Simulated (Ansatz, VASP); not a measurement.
**MgGaC4N4 in VASP and in Ansatz**

```xyz
10
Lattice="6.0331 0.0000 0.0000 0.0000 6.0331 0.0000 0.0000 0.0000 6.0331" Properties=species:S:1:pos:R:3 pbc="T T T"
Mg    0.0000    0.0000    0.0000
Ga    3.0165    3.0165    3.0165
C     1.2480    1.2480    1.2480
C     1.2480    4.7851    4.7851
C     4.7851    1.2480    4.7851
C     4.7851    4.7851    1.2480
N     1.9279    1.9279    1.9279
N     1.9279    4.1051    4.1051
N     4.1051    1.9279    4.1051
N     4.1051    4.1051    1.9279
```

Alike in both runs: functional PBE; k mesh 4 × 4 × 4; occupations gaussian, width 0.1 eV; no spin polarisation.

Ansatz relaxed the structure, and its values are those at the end. VASP's run is a single point on that final structure, the one shown.

```csv
,VASP,Ansatz
version,VASP 6.6.1,Ansatz 0.2.0
potentials or method,"VASP PAW PBE potentials, release 64 (Mg_sv, Ga_d, C, N), cutoff 750 eV","scalar-relativistic, plane waves, PAW"
valence electrons in the cell,59,59
```

|  | VASP | Ansatz | Ansatz less VASP |
| --- | --- | --- | --- |
| gap on the k mesh at the Fermi level (eV) | none | none | - |
| pressure (GPa) | 0.4 | 0.2 | -0.16 |
| rms of the force components (eV/Å) | 0.178 | 0.010 | -0.1687 |

A gap of «none» marks a metal or a gap that the smearing closes. One of these differences is far larger than is usual between the two programs; its cause wasn't traced.

Noted on VASP's run: the standard files for N, O and F lose accuracy on very short bonds.
